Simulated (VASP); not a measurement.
C, 2 atoms in the cell. It takes space group R-3m (No. 166, trigonal). Conventional cell: a = 2.393 Å, b = 2.393 Å, c = 9.783 Å, α = 90.00°, β = 90.00°, γ = 120.00°. Within 1.8 Å of C (site symmetry 3m) lie 3 C at 1.38 Å. 

```yaml
Program: VASP 6.6.1
Task: single point
Functional: LDA
Potentials_or_basis: VASP PAW LDA potentials, release 64 (C)
Cutoff: 520 eV
k_mesh: 14 × 14 × 14
Occupations: methfessel-paxton, width 0.085 eV
Spin: no spin polarisation
Dipole_correction: no
Further_INCAR_settings: ALGO = Normal; EDIFF = 1e-06; NBANDS = 11
```

Potentials or basis: VASP PAW LDA potentials, release 64 (C).

Launch:

```sh
$ cat potpaw_LDA.64/C/POTCAR > POTCAR
$ mpirun -np 1 vasp_std > vasp.out
```

Hardware: 1 thread of Intel(R) Xeon(R) 6975P-C (Granite Rapids) (shared host).

**Question.** Estimate the wall time of this run.

**Answer.** Run time: 29 s on 1 thread of Intel(R) Xeon(R) 6975P-C (Granite Rapids), on a shared host, peak memory 0.15 GiB. Counts: scf iterations 11, k points 288.
